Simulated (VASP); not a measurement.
The system is BaTiO3.

```xyz
5
Lattice="4.0193 0.0000 0.0000 0.0000 4.0193 0.0000 0.0000 0.0000 4.0193" Properties=species:S:1:pos:R:3 pbc="T T T"
Ba    2.0096    2.0096    2.0096
Ti    0.0000    0.0000    0.0000
O     2.0096    0.0000    0.0000
O     0.0000    2.0096    0.0000
O     0.0000    0.0000    2.0096
```

* Program: VASP 6.6.1
* Task: relaxation of cell and atoms
* Functional: LDA
* Potentials or basis: VASP PAW LDA potentials, release 64 (Ba_sv, Ti_sv, O)
* Cutoff: 600 eV
* k mesh: 6 × 6 × 6
* Occupations: fermi-dirac, width 0.02 eV
* Spin: no spin polarisation

At the start: pressure -9.0 GPa; volume 12.99 Å³/atom.

Question: How do energy, volume and symmetry change on relaxing?

Answer: Over 5 steps the energy falls by 19.6 meV/atom and the volume is 12.33 Å³/atom (-5.1 %); space group Pm-3m (No. 221, to 0.1 Å) before and after.

The path:
```
step  energy change (eV)  largest force (eV/Å)  pressure (GPa)  volume (Å³)
   1              0.0000                0.0000           -9.01        64.93
   2              0.0214                0.0000           12.15        58.30
   3             -0.0978                0.0000           -0.09        61.65
   4             -0.0978                0.0000            0.09        61.58
   5             -0.0978                0.0000           -0.02        61.64
```

Final structure:
```
Ba Ti O
1.0
     3.95024    0.00000    0.00000
     0.00000    3.95024    0.00000
     0.00000    0.00000    3.95024
Ba Ti O
1 1 3
Direct
  0.50000 0.50000 0.50000
  0.00000 0.00000 0.00000
  0.50000 0.00000 0.00000
  0.00000 0.50000 0.00000
  0.00000 0.00000 0.50000
```
